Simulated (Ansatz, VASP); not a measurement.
# One calculation of ReO2F2, two programs

```
Re O F
1.0
    11.00000    0.00000    0.00000
     0.00000   11.00000    0.00000
     0.00000    0.00000   11.32000
Re O F
1 2 2
Direct
  0.50008 0.50008 0.52015
  0.59107 0.59107 0.60248
  0.40909 0.40909 0.60248
  0.58095 0.41920 0.39753
  0.41920 0.58095 0.39753
```

Alike in both runs: task single point; functional PBE; k mesh 1 × 1 × 1; occupations gaussian, width 0.01 eV; collinear spin.

```csv
,VASP,Ansatz
version,VASP 6.6.1,Ansatz 0.2.0
potentials or method,"VASP PAW PBE potentials, release 64 (Re, O, F), cutoff 520 eV","scalar-relativistic, plane waves, PAW"
valence electrons in the cell,33,41
```

```csv
,VASP,Ansatz,Ansatz less VASP
gap on the k mesh at the Fermi level (eV),1.14,1.16,+0.012
rms of the force components (eV/Å),0.454,0.074,-0.3797
net moment per atom (μB),0.20,0.20,0.000
size of the moment on the site where the two differ most (μB),0.74,0.29,-0.453
```

Site moments also hang on the region over which each program counts them. Atom by atom the forces differ by 0.387 eV/Å (rms over components). VASP's potentials hold 33 valence electrons a cell and Ansatz's 41, so a difference there can come from the potentials and not from the codes. Ansatz's warnings: structure snapped to symmetry.

Neither program's run includes spin-orbit coupling.
